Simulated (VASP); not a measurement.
Set up this calculation in VASP 6.6.1, as the native input.

```yaml
Task: single point
Functional: revPBE
Dispersion: D3(BJ)
Potentials_or_basis: VASP PAW PBE potentials, release 64 (Ge_d)
Cutoff: 520 eV
k_mesh: 8 × 8 × 8
Occupations: fermi-dirac, width 0.05 eV
Spin: no spin polarisation
Dipole_correction: no
Further_INCAR_settings: ALGO = Normal; EDIFF = 1e-06; NBANDS = 21
```

The structure of Ge lies in POSCAR:

```
Ge
1.0
    0.0000000000      2.8843929095      2.8843929095
    2.8843929095      0.0000000000      2.8843929095
    2.8843929095      2.8843929095      0.0000000000
Ge
2
Direct
    0.7500000000      0.7500000000      0.7500000000
    0.5000000000      0.5000000000      0.5000000000
```

The input as run:

INCAR

```
ALGO = Normal
EDIFF = 1E-6
ENCUT = 520
GGA = RE
ISIF = 2
ISMEAR = -1
IVDW = 12
LASPH = True
LCHARG = False
LREAL = False
LWAVE = False
NBANDS = 21
NELM = 80
PREC = Accurate
SIGMA = 0.05
```

KPOINTS

```
k-points
0
Gamma
  8 8 8
```

Potentials or basis: VASP PAW PBE potentials, release 64 (Ge_d).

Command:

```bash
$ cat potpaw_PBE.64/Ge_d/POTCAR > POTCAR
$ mpirun -np 1 vasp_std > vasp.out
```

Results of the run:

* Pressure: -2.7 GPa
* Band gap on the k mesh: zero (filled and empty bands touch)
* Dispersion energy per atom: -0.537 eV

Caveat: the PAW data sets were made with another functional, which shifts forces and pressure a little; pairwise dispersion overbinds metals, which lowers pressure and volume.

It took 14 s on 1 thread of Intel(R) Xeon(R) 6975P-C (Granite Rapids), on a shared host, peak memory 0.17 GiB.
